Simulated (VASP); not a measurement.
Wanted: the native input for a VASP 6.6.1 run.

```
Task                   : single point
Functional             : PBEsol
Potentials or basis    : VASP PAW PBE potentials, release 64 (Rb_sv, Pb_d, F)
Cutoff                 : 520 eV
k mesh                 : 4 × 4 × 4
Occupations            : fermi-dirac, width 0.05 eV
Spin                   : no spin polarisation
Dipole correction      : no
Further INCAR settings : ALGO = Normal; EDIFF = 1e-07; NBANDS = 38
```

The structure of RbPbF5 lies in POSCAR:

```
RbPbF5
1.0
    4.2263887287      0.2653812822      0.3340427318
    0.2603251708      4.2357305757      0.2978132707
    0.6026401560      0.5339529386      6.5404966454
Rb Pb F
1 1 5
Direct
    0.0594103668      0.0735795197      0.4559398484
    0.6559396324      0.6435707008     -0.0020552100
   -0.2971218387      0.1199064336      0.0863416287
    0.4575719542     -0.0339528539      0.7758509905
   -0.0664320387      0.5143858960      0.7303289703
    0.5676582718     -0.4125447411      0.3202119669
    0.1436564054      0.5681149167      0.0863441503
```

These files were run (other wordings do the same):

INCAR

```
PREC = Accurate
ENCUT = 520
EDIFF = 1E-7
ISMEAR = -1
SIGMA = 0.05
LREAL = F
LASPH = T
NELM = 80
ALGO = Normal
ISIF = 2
LWAVE = F
LCHARG = T
GGA = PS
LELF = T
LVHAR = T
NBANDS = 38
```

KPOINTS

```
Automatic mesh
0
Gamma
  4 4 4
```

Potentials or basis: VASP PAW PBE potentials, release 64 (Rb_sv, Pb_d, F).

The run is started by

```sh
$ cat potpaw_PBE.64/Rb_sv/POTCAR potpaw_PBE.64/Pb_d/POTCAR potpaw_PBE.64/F/POTCAR > POTCAR
$ mpirun -np 1 vasp_std > vasp.out
```

It gave:

The pressure is 0.1 GPa, the largest force is 0.084 eV/Å and the band gap on the k mesh is 2.03 eV (least direct gap 2.07 eV).

Caveat: the PAW data sets were made with another functional, which shifts forces and pressure a little; spin-orbit coupling is left out, which moves the levels of the heavy elements.

Wall time 60 s on 1 thread of Intel(R) Xeon(R) 6975P-C (Granite Rapids) (shared host), peak memory 0.3 GiB.
